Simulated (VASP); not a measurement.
Write the native input for VASP 6.6.1 that does the following.

```
Task                    : density of states
Functional              : PBE
Potentials or basis     : VASP PAW PBE potentials, release 64 (B)
Cutoff                  : 520 eV
k mesh                  : 24 × 24 × 24
Occupations             : fermi-dirac, width 0.05 eV
Spin                    : no spin polarisation
Dipole correction       : no
k mesh for the DOS      : 36 × 36 × 36
Occupations for the DOS : tetrahedron
Further INCAR settings  : ALGO = Normal; EDIFF = 1e-06
```

Crystal: B.

```
CELL_PARAMETERS angstrom
0.00000 1.09817 1.09817
1.09817 0.00000 1.09817
1.09817 1.09817 0.00000
ATOMIC_POSITIONS crystal
B 0.00000 0.00000 0.00000
```

This cell differs from its parent crystal: volume scaled by 0.45.

The input as run:

POSCAR

```
B
1.0
    0.0000000000      1.0981718958      1.0981718958
    1.0981718958      0.0000000000      1.0981718958
    1.0981718958      1.0981718958      0.0000000000
B
1
Direct
    0.0000000000      0.0000000000      0.0000000000
```

INCAR.step1

```
ALGO = Normal
EDIFF = 1E-6
ENCUT = 520
GGA = PE
ISIF = 2
ISMEAR = -1
LASPH = True
LCHARG = True
LREAL = False
LWAVE = False
NBANDS = 8
NELM = 100
PREC = Accurate
SIGMA = 0.05
```

KPOINTS.step1

```
k-points
0
Gamma
  24 24 24
```

INCAR.step2

```
ALGO = Normal
EDIFF = 1E-6
ENCUT = 520
GGA = PE
ICHARG = 11
ISIF = 2
ISMEAR = -5
LASPH = True
LCHARG = False
LORBIT = 10
LREAL = False
LWAVE = False
NEDOS = 1001
NELM = 100
PREC = Accurate
SIGMA = 0.05
```

KPOINTS.step2

```
k-points
0
Gamma
  36 36 36
```

Potentials or basis: VASP PAW PBE potentials, release 64 (B).

Command:

```bash
$ cat potpaw_PBE.64/B/POTCAR > POTCAR
$ cp INCAR.step1 INCAR
$ cp KPOINTS.step1 KPOINTS
$ mpirun -np 1 vasp_std > vasp.out
$ cp INCAR.step2 INCAR
$ cp KPOINTS.step2 KPOINTS
$ mpirun -np 1 vasp_std > vasp.out
```

Run time: 7.7 s on 1 thread of Intel(R) Xeon(R) 6975P-C (Granite Rapids), with other jobs on the host, peak memory 0.11 GiB.
